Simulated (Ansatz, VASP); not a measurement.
NbAs in VASP and in Ansatz

```
Nb As
1.0
    -1.70252    1.70252    5.76107
     1.70252   -1.70252    5.76107
     1.70252    1.70252   -5.76107
Nb As
2 2
Direct
  0.50000 0.00000 0.50000
  0.75000 0.75000 0.00000
  0.91600 0.41600 0.50000
  0.16600 0.16600 0.00000
```

Alike in both runs: task single point; functional PBE; k mesh 11 × 11 × 11; occupations fermi-dirac, width 0.05 eV; no spin polarisation.

|  | VASP | Ansatz |
| --- | --- | --- |
| version | VASP 6.6.1 | Ansatz 0.2.0 |
| potentials or method | VASP PAW PBE potentials, release 64 (Nb_sv, As) | Ansatz PAW |
| plane-wave cutoff (eV) | 520 | 420 |
| valence electrons in the cell | 36 | 56 |

|  | VASP | Ansatz | Ansatz less VASP |
| --- | --- | --- | --- |
| gap on the k mesh at the Fermi level (eV) | 0.03 | 0.03 | 0.000 |
| least direct gap on the mesh (eV) | 0.09 | 0.08 | -0.002 |
| pressure (GPa) | 11.3 | 11.2 | -0.05 |
| traceless stress, the component that is largest in VASP (GPa) | -0.15 | -0.11 | +0.041 |
| rms of the force components (eV/Å) | 0.204 | 0.203 | -0.0008 |

Atom by atom the forces differ by 0.001 eV/Å (rms over components). VASP's potentials hold 36 valence electrons a cell and Ansatz's 56, so a difference there can come from the potentials and not from the codes.

Noted on Ansatz's run: odd divisions of the mesh miss points on the zone boundary, where band edges often lie, so the gap on the mesh can be too wide.
